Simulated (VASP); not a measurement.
Hf2SeS3:

```
Hf Se S
1.0
     6.51642    0.00000    0.00000
    -3.25821    5.64339    0.00000
     0.00000    0.00000    3.41592
Hf Se S
2 1 3
Direct
  0.33333 0.66667 0.00000
  0.66667 0.33333 0.00000
  0.00000 0.00000 0.00000
  0.50000 0.00000 0.50000
  0.50000 0.50000 0.50000
  0.00000 0.50000 0.50000
```

The cell was generated, and may not be a known phase.

```yaml
Program: VASP 6.6.1
Task: relaxation of cell and atoms
Functional: PBE
Potentials_or_basis: VASP PAW PBE potentials, release 64 (Hf_pv, Se, S)
Cutoff: 600 eV
k_mesh: 3 × 3 × 6
Occupations: gaussian, width 0.1 eV
Spin: no spin polarisation
```

At the start: pressure -0.3 GPa; volume 20.94 Å³/atom.

Question: How do energy, volume and symmetry change on relaxing?

Answer: Over 4 steps the energy falls by 3.1 meV/atom and the volume is 21.09 Å³/atom (+0.7 %); space group P6/mmm (No. 191, to 0.1 Å) before and after.

Step by step:
```tsv
step	energy change (eV)	largest force (eV/Å)	pressure (GPa)	volume (Å³)
1	0.0000	0.0000	-0.34	125.62
2	-0.0139	0.0000	0.86	124.81
3	-0.0139	0.0000	0.89	124.79
4	-0.0185	0.0000	-0.19	126.51
```

Final structure:
```xyz
6
Lattice="6.5953 0.0000 0.0000 -3.2976 5.7117 0.0000 0.0000 0.0000 3.3584" Properties=species:S:1:pos:R:3 pbc="T T T"
Hf    0.0000    3.8078    3.3584
Hf    3.2976    1.9039    0.0000
Se    0.0000    0.0000    0.0000
S     3.2976    0.0000    1.6792
S     1.6488    2.8558    1.6792
S    -1.6488    2.8558    1.6792
```

Caveat: the k points lie up to 0.37 Å⁻¹ apart in the final cell.
